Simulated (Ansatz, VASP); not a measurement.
This is a calculation of Zr for VASP 6.6.1.

INCAR

```
  PREC = Accurate
  ENCUT = 520
  EDIFF = 1E-6
  ISMEAR = -1
  SIGMA = 0.01
  LREAL = F
  LASPH = T
  NELM = 150
  ALGO = Normal
  ISIF = 2
  LWAVE = F
  LCHARG = F
  ISPIN = 2
  MAGMOM = 1
  LORBIT = 11
  NUPDOWN = 1.0
  LMAXMIX = 4
  GGA = PS
  IVDW = 13
  NBANDS = 16
```

File KPOINTS:

```
Automatic mesh
0
Gamma
  10 10 10
```

Contents of POSCAR:

```
Zr
1.0
    0.0000000000      2.2699342101      2.2699342101
    2.2699342101      0.0000000000      2.2699342101
    2.2699342101      2.2699342101      0.0000000000
Zr
1
Direct
    0.0000000000      0.0000000000      0.0000000000
```

Potentials or basis: VASP PAW PBE potentials, release 64 (Zr_sv).

Run with:

```bash
$ cat potpaw_PBE.64/Zr_sv/POTCAR > POTCAR
$ mpirun -np 1 vasp_std > vasp.out
```

Problem. Set up the same calculation for Ansatz 0.2.0. Potentials there: all-electron LAPW, scalar-relativistic.

Solution. As run (the cutoff follows the program's own potentials):

File input.yaml:

```yaml
crystal:
  lattice:
    - [0.0, 2.2699342101, 2.2699342101]
    - [2.2699342101, 0.0, 2.2699342101]
    - [2.2699342101, 2.2699342101, 0.0]
  atoms:
    - { symbol: Zr, position: [0.0, 0.0, 0.0], spin: 1.0 }
kpoints:
  mp_grid: { grid: [10, 10, 10] }
scf:
  occupations: { method: fermi_dirac, width: 0.01 }
hamiltonian:
  xc: pbesol
  dispersion: d4
  pseudopotentials: { kind: all_electron, lapw: { basis_error: 0.002 } }
magnetization:
  spin_polarized: true
  initial_magnetization: 1.0
  spin_locking: { lock_magnetization: hard }
output:
  forces: true
  stress: true
  eigenvalues: true
```

Potentials or basis: all-electron LAPW, scalar-relativistic.

Command:

```sh
$ ansatz run input.yaml --threads 1 --pin off --max-ram 2560MiB --backend cpu --events-out ev --progress --plain --runs-dir out
```

Both were run:

|  | VASP | Ansatz | Ansatz less VASP |
| --- | --- | --- | --- |
| pressure (GPa) | -2.7 | -2.7 | -0.03 |
| size of the moment on the site where the two differ most (μB) | 0.55 | 0.81 | +0.263 |

VASP's potentials were made for PBE, not for PBEsol. Site moments also hang on the region over which each program counts them. Ansatz ran all-electron here, and VASP with PAW potentials.
